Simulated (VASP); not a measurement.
Write the native input for VASP 6.6.1 that does the following.

```yaml
Task: single point
Functional: HSE06
Potentials_or_basis: VASP PAW PBE potentials, release 64 (Be, C)
Cutoff: 520 eV
k_mesh: 6 × 6 × 6
Occupations: fermi-dirac, width 0.02 eV
Spin: no spin polarisation
Dipole_correction: no
Grid_for_exact_exchange_PRECFOCK: Normal
Further_INCAR_settings: ALGO = Normal; EDIFF = 1e-06; NBANDS = 11
Screening_parameter: 0.2079 1/Å
```

Be2C:

```
CELL_PARAMETERS angstrom
0.00000 2.15299 2.15299
2.15299 0.00000 2.15299
2.15299 2.15299 0.00000
ATOMIC_POSITIONS crystal
Be 0.75000 0.75000 0.75000
Be 0.25000 0.25000 0.25000
C 0.00000 0.00000 0.00000
```

One way to write it, as run:

POSCAR

```
Be2C
1.0
    0.0000000000      2.1529900290      2.1529900290
    2.1529900290      0.0000000000      2.1529900290
    2.1529900290      2.1529900290      0.0000000000
Be C
2 1
Direct
    0.7500000000      0.7500000000      0.7500000000
    0.2500000000      0.2500000000      0.2500000000
    0.0000000000      0.0000000000      0.0000000000
```

INCAR.step1

```
SYSTEM = Be2C
ALGO = Normal ; EDIFF = 1E-5
ENCUT = 520 ; GGA = PE
GGA_COMPAT = .False. ; ISIF = 2
ISMEAR = -1 ; LASPH = .True.
LREAL = .False. ; LWAVE = .True.
NBANDS = 11 ; NELM = 120
PREC = Accurate ; SIGMA = 0.02
```

INCAR.step2

```
SYSTEM = Be2C
ALGO = Normal ; EDIFF = 1E-6
ENCUT = 520 ; GGA = PE
GGA_COMPAT = .False. ; HFSCREEN = 0.2079
ISIF = 2 ; ISMEAR = -1
ISTART = 1 ; LASPH = .True.
LCHARG = .True. ; LELF = .True.
LHFCALC = .True. ; LREAL = .False.
LVHAR = .True. ; LWAVE = .False.
NBANDS = 11 ; NELM = 120
PREC = Accurate ; PRECFOCK = Normal
SIGMA = 0.02
```

KPOINTS

```
k-points
0
Gamma
  6 6 6
  0 0 0
```

Potentials or basis: VASP PAW PBE potentials, release 64 (Be, C).

The run is started by

```console
$ cat potpaw_PBE.64/Be/POTCAR potpaw_PBE.64/C/POTCAR > POTCAR
$ cp INCAR.step1 INCAR
$ mpirun -np 1 vasp_std > vasp.out
$ cp INCAR.step2 INCAR
$ mpirun -np 1 vasp_std > vasp.out
```

Results of the run:

The pressure is 0.3 GPa and the band gap on the k mesh is 1.91 eV, indirect (least direct gap 5.15 eV).

Caveat: the k points lie up to 0.42 Å⁻¹ apart; the PAW data sets were made with another functional, which shifts forces and pressure a little.

Wall time 3.4 min on 1 thread of Intel(R) Xeon(R) 6975P-C (Granite Rapids), with other jobs on the host, peak memory 0.24 GiB.
